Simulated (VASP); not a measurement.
Wanted: the native input for a VASP 6.6.1 run.

| Property | Result |
| --- | --- |
| Task | single point |
| Functional | PBE |
| Potentials or basis | VASP PAW PBE potentials, release 64 (Zn, H) |
| Cutoff | 500 eV |
| k mesh | 12 × 12 × 6 |
| Occupations | gaussian, width 0.02 eV |
| Spin | no spin polarisation |
| Dipole correction | no |
| Further INCAR settings | ALGO = Normal; EDIFF = 1e-06; NBANDS = 14 |

The structure of ZnH2 lies in POSCAR:

```
ZnH2
1.0
    2.7908798885      0.0000000000      0.0000000000
   -1.3954399442      2.4169728823      0.0000000000
    0.0000000000      0.0000000000      5.1702593619
Zn H
1 2
Direct
    0.0000000000      0.0000000000      0.0000000000
    0.6666666667      0.3333333333      0.8122047904
    0.3333333333      0.6666666667      0.1877952096
```

The cell was generated, and may not be a known phase.

These files were run (other wordings do the same):

INCAR

```
  PREC = Accurate
  ENCUT = 500
  EDIFF = 1E-6
  ISMEAR = 0
  SIGMA = 0.02
  LREAL = False
  LASPH = True
  NELM = 120
  ALGO = Normal
  ISIF = 2
  LWAVE = False
  LCHARG = False
  GGA = PE
  NBANDS = 14
  GGA_COMPAT = False
```

KPOINTS

```
Automatic mesh
0
Gamma
  12 12 6
```

Potentials or basis: VASP PAW PBE potentials, release 64 (Zn, H).

Launch:

```bash
$ cat potpaw_PBE.64/Zn/POTCAR potpaw_PBE.64/H/POTCAR > POTCAR
$ mpirun -np 1 vasp_std > vasp.out
```

Results of the run:

- Pressure: 0.0 GPa
- Largest force: 0.014 eV/Å
- Band gap on the k mesh: 2.22 eV (least direct gap 3.36 eV)

Wall time 31 s on 1 thread of Intel Xeon 8259CL, on a shared host, peak memory 0.17 GiB.
